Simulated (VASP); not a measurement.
Set up this calculation in VASP 6.6.1, as the native input.

```yaml
Task: single point
Functional: revPBE
Potentials_or_basis: VASP PAW PBE potentials, release 64 (Os)
Cutoff: 520 eV
k_mesh: 9 × 9 × 12
Occupations: fermi-dirac, width 0.1 eV
Spin: no spin polarisation
Dipole_correction: no
Further_INCAR_settings: ALGO = Normal; EDIFF = 1e-06; NBANDS = 19
```

The structure of Os lies in POSCAR:

```
Os
1.0
    4.3341471825      0.0000000000      0.0000000000
   -2.1670735912      3.7534815637      0.0000000000
    0.0000000000      0.0000000000      2.7288528285
Os
3
Direct
    1.0000000000      1.0000000000      0.0000000000
    0.3333333333      0.6666666667      0.5000000000
    0.6666666667      0.3333333333      0.5000000000
```

This isn't the form of Os at room conditions, which is hcp.

These files were run (other wordings do the same):

INCAR

```
SYSTEM = Os
PREC     = Accurate       ! precision mode
ENCUT    = 520            ! plane-wave cutoff, eV
EDIFF    = 1E-6           ! SCF threshold, eV
ISMEAR   = -1             ! smearing method
SIGMA    = 0.1            ! smearing width, eV
LREAL    = .FALSE.        ! projectors in reciprocal space
LASPH    = .TRUE.         ! aspherical terms in the spheres
NELM     = 100            ! most SCF steps
ALGO     = Normal         ! electronic algorithm
ISIF     = 2              ! what is computed and relaxed
LWAVE    = .FALSE.        ! write WAVECAR
LCHARG   = .FALSE.        ! write CHGCAR
GGA      = RE             ! functional
NBANDS   = 19             ! bands
```

KPOINTS

```
Automatic mesh
0
G
  9 9 12
  0 0 0
```

Potentials or basis: VASP PAW PBE potentials, release 64 (Os).

Run with:

```bash
$ cat potpaw_PBE.64/Os/POTCAR > POTCAR
$ mpirun -np 1 vasp_std > vasp.out
```

Results of the run:

```yaml
Pressure: -0.4 GPa
Band_gap_on_the_k_mesh: zero (bands 12 and 13 overlap by 2.78 eV)
```

Caveat: the PAW data sets were made with another functional, which shifts forces and pressure a little; spin-orbit coupling is left out, which moves the levels of the heavy elements.

Run time: 20 s on 1 thread of Intel(R) Xeon(R) 6975P-C (Granite Rapids) (shared host), peak memory 0.19 GiB.
